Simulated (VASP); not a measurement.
A run of VASP 6.6.1 is set up as follows.

The input INCAR:

```
PREC     = Accurate       # precision mode
ENCUT    = 520            # plane-wave cutoff, eV
EDIFF    = 1E-6           # SCF threshold, eV
ISMEAR   = 0              # smearing method
SIGMA    = 0.02           # smearing width, eV
LREAL    = False          # projectors in reciprocal space
LASPH    = True           # aspherical terms in the spheres
NELM     = 80             # most SCF steps
ALGO     = Normal         # electronic algorithm
ISIF     = 2              # what is computed and relaxed
LWAVE    = False          # write WAVECAR
LCHARG   = True           # write CHGCAR
GGA      = PE             # functional
LELF     = True           # ELF
LVHAR    = True         
NBANDS   = 30             # bands
```

KPOINTS

```
regular mesh
0
Gamma
  6 6 6
```

Contents of POSCAR:

```
CsPbBr3
1.0
    5.9981178917      0.0000000000      0.0000000000
    0.0000000000      5.9981178917      0.0000000000
    0.0000000000      0.0000000000      5.9981178917
Cs Pb Br
1 1 3
Direct
    0.0000000000      0.0000000000      0.0000000000
    0.5000000000      0.5000000000      0.5000000000
    0.0000000000      0.5000000000      0.5000000000
    0.5000000000      0.0000000000      0.5000000000
    0.5000000000      0.5000000000      0.0000000000
```

Potentials or basis: VASP PAW PBE potentials, release 64 (Cs_sv, Pb_d, Br).

Run with:

```console
$ cat potpaw_PBE.64/Cs_sv/POTCAR potpaw_PBE.64/Pb_d/POTCAR potpaw_PBE.64/Br/POTCAR > POTCAR
$ mpirun -np 1 vasp_std > vasp.out
```

Problem. What does it give for the pressure?

Solution. 0.0 GPa.

Problem. Predict the band gap on the k mesh.

Solution. 1.78 eV, direct.

Caveat: spin-orbit coupling is left out, which moves the levels of the heavy elements. PBE gaps usually lie below the measured ones, often by a third to a half.
